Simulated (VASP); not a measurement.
# ZnS (F-43m) in VASP: a series of runs

Runs on ZnS. Level: PBEsol. Tasks: single point, relaxation of cell and atoms.

Everything below comes from runs of VASP 6.6.1. Logs are shortened: lines on timing, memory, paths and dates and some standing lists are left out, and cuts for length are marked.

**Measured values to compare with.**

From “Electronic, vibrational, and thermodynamic properties of ZnS (zincblende and rocksalt structure)”, 2009, arxiv:0911.5022, for a bulk crystal of ZnS at 19 K: band gap 3.85 eV (direct).

How close the calculation comes is told below.

### Step 1. The cell of the first run

Symmetry: F-43m, No. 216, cubic system. The conventional cell has a = 5.101 Å, b = 5.101 Å, c = 5.101 Å, α = 90.00°, β = 90.00°, γ = 90.00°. Zn (site symmetry -43m) has 4 S at 2.21 Å within 2.9 Å. Within 2.9 Å of S (site symmetry -43m) lie 4 Zn at 2.21 Å.

### Step 2. Single point, PBEsol

Contents of INCAR:

```
SYSTEM = ZnS
  ALGO = Normal
  EDIFF = 1E-7
  ENCUT = 520
  GGA = PS
  ISIF = 2
  ISMEAR = 0
  LASPH = .True.
  LCHARG = .True.
  LELF = .True.
  LREAL = .False.
  LVHAR = .True.
  LWAVE = .False.
  NBANDS = 16
  NELM = 80
  PREC = Accurate
  SIGMA = 0.01
```

Contents of KPOINTS:

```
k-points
0
Gamma
  10 10 10
  0 0 0
```

Contents of POSCAR:

```
ZnS
1.0
    0.0000000000      2.5506590799      2.5506590799
    2.5506590799      0.0000000000      2.5506590799
    2.5506590799      2.5506590799      0.0000000000
Zn S
1 1
Direct
    0.0000000000      0.0000000000      0.0000000000
    0.7500000000      0.7500000000      0.7500000000
```

Potentials or basis: VASP PAW PBE potentials, release 64 (Zn, S).

The run is started by

```bash
$ cat potpaw_PBE.64/Zn/POTCAR potpaw_PBE.64/S/POTCAR > POTCAR
$ mpirun -np 1 vasp_std > vasp.out
```

OUTCAR:

```text
SYSTEM = ZnS
   EDIFF = 1E-7
   ENCUT = 520
   GGA = PS
   ISIF = 2
   ISMEAR = 0
   LASPH = .True.
   LREAL = .False.
   NELM = 80
   PREC = Accurate

 ion  position               nearest neighbor table
   1  0.000  0.000  0.000-   2 2.21   2 2.21   2 2.21   2 2.21
   2  0.750  0.750  0.750-   1 2.21   1 2.21   1 2.21   1 2.21

  LATTYP: Found a face centered cubic cell.
 ALAT       =     5.1013181598

  Lattice vectors:

 A1 = (   0.0000000000,   2.5506590799,   2.5506590799)
 A2 = (   2.5506590799,   0.0000000000,   2.5506590799)
 A3 = (   2.5506590799,   2.5506590799,   0.0000000000)

Analysis of symmetry for initial positions (statically):
=====================================================================
 Subroutine PRICEL returns:
 Original cell was already a primitive cell.

 Routine SETGRP: Setting up the symmetry group for a
 face centered cubic supercell.

 Subroutine GETGRP returns: Found 24 space group operations
 (whereof 24 operations were pure point group operations)
 out of a pool of 48 trial point group operations.

The static configuration has the point symmetry T_d .

Analysis of symmetry for dynamics (positions and initial velocities):
=====================================================================
 Subroutine PRICEL returns:
 Original cell was already a primitive cell.

 Routine SETGRP: Setting up the symmetry group for a
 face centered cubic supercell.

 Subroutine GETGRP returns: Found 24 space group operations
 (whereof 24 operations were pure point group operations)
 out of a pool of 48 trial point group operations.

The dynamic configuration has the point symmetry T_d .

 Subroutine INISYM returns: Found 24 space group operations
 (whereof 24 operations are pure point group operations),
 and found     1 'primitive' translations

----------------------------------------------------------------------------------------

                                     Primitive cell

  volume of cell :      33.1885

  direct lattice vectors                    reciprocal lattice vectors
     0.000000000  2.550659080  2.550659080    -0.196027766  0.196027766  0.196027766
     2.550659080  0.000000000  2.550659080     0.196027766 -0.196027766  0.196027766
     2.550659080  2.550659080  0.000000000     0.196027766  0.196027766 -0.196027766

  length of vectors
     3.607176664  3.607176664  3.607176664     0.339530050  0.339530050  0.339530050

  position of ions in fractional coordinates (direct lattice)
     0.000000000  0.000000000  0.000000000
     0.750000000  0.750000000  0.750000000

  ion indices of the primitive-cell ions
   primitive index   ion index
                 1           1
                 2           2

----------------------------------------------------------------------------------------

 KPOINTS: k-points

Automatic generation of k-mesh.
 Grid dimensions read from file:
 generate k-points for:   10   10   10

 Generating k-lattice:

  Cartesian coordinates                     Fractional coordinates (reciprocal lattice)
    -0.019602777  0.019602777  0.019602777     0.100000000  0.000000000  0.000000000
     0.019602777 -0.019602777  0.019602777     0.000000000  0.100000000  0.000000000
     0.019602777  0.019602777 -0.019602777     0.000000000  0.000000000  0.100000000

  Length of vectors
     0.033953005  0.033953005  0.033953005

  Shift w.r.t. Gamma in fractional coordinates (k-lattice)
     0.000000000  0.000000000  0.000000000

 Subroutine IBZKPT returns following result:
 ===========================================

 Found     47 irreducible k-points:

 Following reciprocal coordinates:
            Coordinates               Weight
  0.000000  0.000000  0.000000      1.000000
  0.100000  0.000000  0.000000      8.000000
  0.200000  0.000000  0.000000      8.000000
  0.300000  0.000000  0.000000      8.000000
  0.400000  0.000000  0.000000      8.000000
  0.500000  0.000000  0.000000      4.000000
[... 16 lines left out ...]
  0.300000  0.300000  0.000000      6.000000
  0.400000  0.300000  0.000000     24.000000
 [... further k-points ...]
   k-points           NKPTS =     47   k-points in BZ     NKDIM =     47   number of bands    NBANDS=     16
   number of dos      NEDOS =    301   number of ions     NIONS =      2
   total plane-waves  NPLWV =  21952
   dimension x,y,z NGX =    28 NGY =   28 NGZ =   28
   dimension x,y,z NGXF=    56 NGYF=   56 NGZF=   56
   ions per type =               1   1
   NGX,Y,Z   is equivalent  to a cutoff of  12.90, 12.90, 12.90 a.u.
   NGXF,Y,Z  is equivalent  to a cutoff of  25.81, 25.81, 25.81 a.u.
 SYSTEM =  ZnS
   PREC   = accura    normal or accurate (medium, high low for compatibility)
   ISTART =      0    job   : 0-new  1-cont  2-samecut
   ICHARG =      2    charge: 1-file 2-atom 10-const
   ISPIN  =      1    spin polarized calculation?
   LNONCOLLINEAR =      F non collinear calculations
   LSORBIT =      F    spin-orbit coupling
   LASPH  =      T    aspherical Exc in radial PAW
   ENCUT  =  520.0 eV  38.22 Ry    6.18 a.u.   6.71  6.71  6.71*2*pi/ulx,y,z
   NELM   =     80;   NELMIN=  2; NELMDL= -5     # of ELM steps
   EDIFF  = 0.1E-06   stopping-criterion for ELM
   LREAL  =      F    real-space projection
   EDIFFG = 0.1E-05   stopping-criterion for IOM
   NSW    =      0    number of steps for IOM
   IBRION =     -1    ionic relax: 0-MD 1-quasi-New 2-CG
   NFREE  =      0    steps in history (QN), initial steepest desc. (CG)
   ISIF   =      2    stress and relaxation
   ISYM   =      2    0-nonsym 1-usesym 2-fastsym
   POTIM  = 0.5000    time-step for ionic-motion
   TEBEG  =    0.0;   TEEND  =   0.0 temperature during run
   PSTRESS=    0.0 pullay stress
   NELECT =      18.0000    total number of electrons
   NUPDOWN=      -1.0000    fix difference up-down
   EMIN   =  10.00;   EMAX   =-10.00  energy-range for DOS
   EFERMI =   0.00;   METHOD = LEGACY
   ISMEAR =     0;   SIGMA  =   0.01  broadening in eV -4-tet -1-fermi 0-gaus
   EFERMI_NEDOS =   21; number of points for ismear=-14 and -15
   IALGO  =     38    algorithm
   IMIX   =      4    mixing-type and parameters
     AMIX     =   0.40;   BMIX     =  1.00
     AMIX_MAG =   1.60;   BMIX_MAG =  1.00
  volume/ion in A,a.u.               =      16.59       111.98
  Fermi-wavevector in a.u.,A,eV,Ry     =   1.335068  2.522912 24.251099  1.782405
  Thomas-Fermi vector in A             =   2.463800
   LORBIT       =      0    0 simple, 1 ext, 2 COOP (PROOUT), +10 PAW based schemes
   GGA     = PS    functional components
   LHFCALC =     F    Hartree Fock is set to
   AEXX    =    0.0000 exact exchange contribution
   IVDW    =     0    specifies the selected vdW correction
   LEPSILON=     F    determine dielectric tensor
   LRPA    =     F    only Hartree local field effects (RPA)
 non-spin polarized calculation
 Gauss-broadening in eV      SIGMA  =   0.01
  energy-cutoff  :      520.00
  volume of cell :       33.19
 maximum number of plane-waves:       914
   NGX = 13   NGY = 13   NGZ = 13

 number of electron      18.0000003 magnetization

 Free energy of the ion-electron system (eV)
  ---------------------------------------------------
  ext. energy  EPLUGINS =         0.00000000
  ---------------------------------------------------
  free energy    TOTEN  =        -7.35061981 eV

  energy without entropy =       -7.35061981  energy(sigma->0) =       -7.35061981

 E-fermi :   3.8960     XC(G=0): -10.6843

 val. band max:        3.8065229174   @ k =   0.0000   0.0000   0.0000
 cond. band min:       6.5655740346   @ k =   0.0000   0.0000   0.0000
 fundamental gap:      2.7590511172
 Fermi energy:         3.8960380080

 k-point     1 :       0.0000    0.0000    0.0000
  band No.  band energies     occupation
      1     -10.7265      2.00000
      2      -3.4449      2.00000
      3      -3.4449      2.00000
      4      -3.4449      2.00000
      5      -2.7212      2.00000
      6      -2.7212      2.00000
[... 8 lines left out ...]
     15      15.7198      0.00000
     16      16.4151      0.00000

 k-point     2 :       0.1000    0.0000    0.0000
  band No.  band energies     occupation
      1     -10.6250      2.00000
      2      -3.4575      2.00000
      3      -3.4254      2.00000
      4      -3.4254      2.00000
      5      -2.7236      2.00000
      6      -2.7236      2.00000
[... 8 lines left out ...]
     15      15.1867      0.00000
     16      16.9751      0.00000

 k-point     3 :       0.2000    0.0000    0.0000
  band No.  band energies     occupation
      1     -10.3414      2.00000
      2      -3.4734      2.00000
      3      -3.3776      2.00000
      4      -3.3776      2.00000
      5      -2.7245      2.00000
      6      -2.7245      2.00000
[... 8 lines left out ...]
     15      14.7040      0.00000
     16      16.6227      0.00000

 k-point     4 :       0.3000    0.0000    0.0000
  band No.  band energies     occupation
      1      -9.9465      2.00000
      2      -3.4287      2.00000
      3      -3.3273      2.00000
      4      -3.3273      2.00000
      5      -2.7118      2.00000
      6      -2.7118      2.00000
[... 8 lines left out ...]
     15      15.1771      0.00000
     16      16.0392      0.00000
[... 324 lines left out ...]
 k-point    22 :      -0.2000    0.2000    0.0000
  band No.  band energies     occupation
      1      -9.8131      2.00000
      2      -3.4160      2.00000
      3      -3.3037      2.00000
      4      -3.2888      2.00000
      5      -2.7591      2.00000
      6      -2.6650      2.00000
[... 8 lines left out ...]
     15      17.3115      0.00000
     16      19.0320      0.00000

 k-point    23 :       0.3000    0.3000    0.0000
  band No.  band energies     occupation
      1      -9.6830      2.00000
      2      -3.6366      2.00000
      3      -3.1643      2.00000
      4      -3.1643      2.00000
      5      -2.7889      2.00000
      6      -2.6433      2.00000
[... 8 lines left out ...]
     15      16.8385      0.00000
     16      21.5676      0.00000

 k-point    24 :       0.4000    0.3000    0.0000
  band No.  band energies     occupation
      1      -9.3919      2.00000
      2      -3.6215      2.00000
      3      -3.0983      2.00000
      4      -3.0943      2.00000
      5      -2.7198      2.00000
      6      -2.6313      2.00000
[... 8 lines left out ...]
     15      17.4908      0.00000
     16      20.7635      0.00000

 [... further k-points ...]

------------------------ aborting loop because EDIFF is reached ----------------------------------------

  FORCE on cell =-STRESS in cart. coord.  units (eV):
  Direction    XX          YY          ZZ          XY          YZ          ZX
  --------------------------------------------------------------------------------------
  -------------------------------------------------------------------------------------
  Total        3.3823051      3.3823051      3.3823051      0.0000000     -0.0000000      0.0000000
  in kB      163.2811759    163.2811759    163.2811759      0.0000000     -0.0000000      0.0000000
  external PRESSURE =     163.2811759 kB  Pullay stress =       0.0000000 kB

 VOLUME and BASIS-vectors are now :
 -----------------------------------------------------------------------------
  energy-cutoff  :      520.00
  volume of cell :       33.19
      direct lattice vectors                 reciprocal lattice vectors
     0.000000000  2.550659080  2.550659080    -0.196027766  0.196027766  0.196027766
     2.550659080  0.000000000  2.550659080     0.196027766 -0.196027766  0.196027766
     2.550659080  2.550659080  0.000000000     0.196027766  0.196027766 -0.196027766

 POSITION                                       TOTAL-FORCE (eV/Angst)
 -----------------------------------------------------------------------------------
      0.00000      0.00000      0.00000         0.000000      0.000000      0.000000
      3.82599      3.82599      3.82599        -0.000000     -0.000000     -0.000000
 -----------------------------------------------------------------------------------
    total drift:                               -0.000002     -0.000002     -0.000002

  FREE ENERGIE OF THE ION-ELECTRON SYSTEM (eV)
  ---------------------------------------------------
  free  energy   TOTEN  =        -7.3506198064 eV

  energy  without entropy=       -7.3506198064  energy(sigma->0) =       -7.35061981
```

Wall time 24 s (1 thread of Intel Xeon 8259CL, shared host); peak memory 0.16 GiB.

Results:

* Free energy: -7.3506 eV
* Pressure: 16.3 GPa
* Band gap on the k mesh: 2.76 eV

Caveat: the cell stands under pressure; the PAW data sets were made with another functional, which shifts forces and pressure a little.

(Continued in part 2 of 3.)
